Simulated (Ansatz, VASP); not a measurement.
One calculation of Ti2O, two programs

Contents of INCAR:

```
  PREC = Accurate
  ENCUT = 520
  EDIFF = 1E-6
  ISMEAR = 0
  SIGMA = 0.1
  LREAL = False
  LASPH = True
  NELM = 100
  ALGO = Normal
  ISIF = 2
  LWAVE = False
  LCHARG = False
  GGA = PS
  NBANDS = 22
```

Contents of KPOINTS:

```
Automatic mesh
0
Gamma
  4 4 2
```

Contents of POSCAR:

```
Ti2O
1.0
    2.9432780955      0.0201131738     -0.0466091727
   -1.4542205283      2.5333845928      0.0388784197
   -0.0752446324      0.0290314697      4.7072549871
Ti O
2 1
Direct
    0.6755482196      0.3348340732      0.2828520726
    0.3249469338      0.6615028209      0.7101950052
    0.0014606901     -0.0158981989     -0.0027680215
```

Input for Ansatz:

```yaml
crystal:
  lattice:
    - [2.9432780955, 0.0201131738, -0.0466091727]
    - [-1.4542205283, 2.5333845928, 0.0388784197]
    - [-0.0752446324, 0.0290314697, 4.7072549871]
  atoms:
    - { symbol: Ti, position: [0.6755482196, 0.3348340732, 0.2828520726] }
    - { symbol: Ti, position: [0.3249469338, 0.6615028209, 0.7101950052] }
    - { symbol: O, position: [0.0014606901, -0.0158981989, -0.0027680215] }
basis:
  ecutwfc: 420
kpoints:
  mp_grid: { grid: [4, 4, 2] }
hamiltonian:
  xc: pbesol
scf:
  occupations: { method: gaussian, width: 0.1 }
output:
  forces: true
  stress: true
  eigenvalues: true
```

Change from the starting cell: kmesh displaced: [4, 4, 2] Gamma-centred.

Alike in both runs: task single point; functional PBEsol; k mesh 4 × 4 × 2; occupations gaussian, width 0.1 eV; no spin polarisation.

|  | VASP | Ansatz |
| --- | --- | --- |
| version | VASP 6.6.1 | Ansatz 0.2.0 |
| potentials or method | VASP PAW PBE potentials, release 64 (Ti_sv, O), cutoff 520 eV | scalar-relativistic, plane waves, PAW |
| valence electrons in the cell | 30 | 30 |

Ansatz gave:

* gap on the k mesh at the Fermi level (eV): none
* pressure (GPa): 2.5
* traceless stress, the component that is largest in VASP (GPa): 9.57
* rms of the force components (eV/Å): 1.163

Estimate VASP's values.

gap on the k mesh at the Fermi level (eV): none; pressure (GPa): 2.7; traceless stress, the component that is largest in VASP (GPa): 9.58; rms of the force components (eV/Å): 1.144.

VASP's potentials were made for PBE, not for PBEsol. Atom by atom the forces differ by 0.020 eV/Å (rms over components). A gap of «none» marks a metal or a gap that the smearing closes. With one functional, cell and mesh, what is left measures potentials, basis and numerics.

The k mesh is coarse, so the values compare programs but aren't converged.
